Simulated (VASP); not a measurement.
# TiO2 (Rutile): single point with r2SCAN

TiO2 (Rutile):

```xyz
6
Lattice="4.6877 0.0000 0.0000 0.0000 4.6877 0.0000 0.0000 0.0000 3.0121" Properties=species:S:1:pos:R:3 pbc="T T T"
Ti    0.0000    0.0000    0.0000
Ti    2.3439    2.3439    1.5060
O     1.4396    1.4396    0.0000
O     0.9043    3.7835    1.5060
O     3.2481    3.2481    0.0000
O     3.7835    0.9043    1.5060
```

```yaml
Program: VASP 6.6.1
Task: single point
Functional: r2SCAN
Potentials_or_basis: VASP PAW PBE potentials, release 64 (Ti_sv, O)
Cutoff: 520 eV
k_mesh: 6 × 6 × 10
Occupations: fermi-dirac, width 0.02 eV
Spin: no spin polarisation
```

* Pressure: -11.2 GPa
* Largest force: 0.040 eV/Å
* Band gap on the k mesh: 2.16 eV, direct

Forces in eV/Å, atoms in the order of the input:
```
Ti   0.000  0.000  0.000
Ti   0.000  0.000  0.000
O   -0.029 -0.029  0.000
O    0.029 -0.029  0.000
O    0.029  0.029  0.000
O   -0.029  0.029  0.000
```

Stress tensor (GPa, compression positive):
```
-10.15   0.00   0.00
  0.00 -10.15   0.00
  0.00   0.00 -13.37
```

Levels at points of the mesh, in eV from the valence-band top:
```tsv
k point	band 20	band 21	band 22	band 23	band 24	band 25	band 26	band 27	band 28	band 29
(0.00, 0.00, 0.00)	-1.97	-0.74	-0.43	-0.43	0.00	2.16	2.51	2.68	2.73	2.73
(0.50, 0.00, 0.00)	-2.92	-1.59	-1.59	-0.71	-0.71	2.80	2.80	3.16	3.16	3.72
(0.50, 0.50, 0.00)	-2.00	-1.33	-1.33	-1.01	-1.01	2.21	2.21	2.74	2.74	3.94
(0.00, 0.00, 0.50)	-2.71	-2.12	-2.12	-1.42	-1.42	3.09	3.09	3.34	3.34	3.83
(0.50, 0.00, 0.50)	-2.37	-1.95	-1.95	-0.97	-0.97	2.20	2.20	3.36	3.36	4.02
(0.50, 0.50, 0.50)	-2.69	-1.15	-1.15	-0.71	-0.71	2.78	2.78	3.38	3.38	3.44
```

Wall time 2.8 min on 1 thread of Intel(R) Xeon(R) 6975P-C (Granite Rapids), with other jobs on the host, peak memory 0.24 GiB.

Caveat: the PAW data sets were made with another functional, which shifts forces and pressure a little. A k mesh can miss the band edges.
